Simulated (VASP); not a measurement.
Set up this calculation in VASP 6.6.1, as the native input.

```yaml
Task: single point
Functional: PBE
Potentials_or_basis: VASP PAW PBE potentials, release 64 (Ga_d, N)
Cutoff: 600 eV
k_mesh: 12 × 12 × 6
Occupations: gaussian, width 0.01 eV
Spin: no spin polarisation
Dipole_correction: no
Further_INCAR_settings: ALGO = Normal; EDIFF = 1e-06; NBANDS = 26
```

The structure of GaN lies in POSCAR:

```
GaN
1.0
    3.2186242699      0.0000000000      0.0000000000
   -1.6093121350      2.7874103830      0.0000000000
    0.0000000000      0.0000000000      5.2435492390
Ga N
2 2
Direct
    0.3333333333      0.6666666667     -0.0276001810
    0.6666666667      0.3333333333      0.4723998190
    0.3333333333      0.6666666667      0.4046001810
    0.6666666667      0.3333333333      0.9046001810
```

This cell differs from its parent crystal: atoms displaced along a vibrational mode.

These files were run (other wordings do the same):

INCAR

```
SYSTEM = GaN
PREC = Accurate
ENCUT = 600
EDIFF = 1E-6
ISMEAR = 0
SIGMA = 0.01
LREAL = .False.
LASPH = .True.
NELM = 120
ALGO = Normal
ISIF = 2
LWAVE = .False.
LCHARG = .False.
GGA = PE
NBANDS = 26
GGA_COMPAT = .False.
```

KPOINTS

```
Automatic mesh
0
Gamma
  12 12 6
  0 0 0
```

Potentials or basis: VASP PAW PBE potentials, release 64 (Ga_d, N).

Launch:

```sh
$ cat potpaw_PBE.64/Ga_d/POTCAR potpaw_PBE.64/N/POTCAR > POTCAR
$ mpirun -np 1 vasp_std > vasp.out
```

Results of the run:

```json
{
 "Pressure": "4.3 GPa",
 "Largest force": "1.243 eV/Å",
 "Band gap on the k mesh": "1.53 eV"
}
```

Caveat: the cell differs from its parent crystal (atoms displaced along a vibrational mode); the cell stands under pressure; forces of over 1 eV/Å act on the atoms, so gaps and moduli don't describe the material at rest.

Wall time 53 s on 1 thread of Intel(R) Xeon(R) 6975P-C (Granite Rapids), with other jobs on the host, peak memory 0.23 GiB.
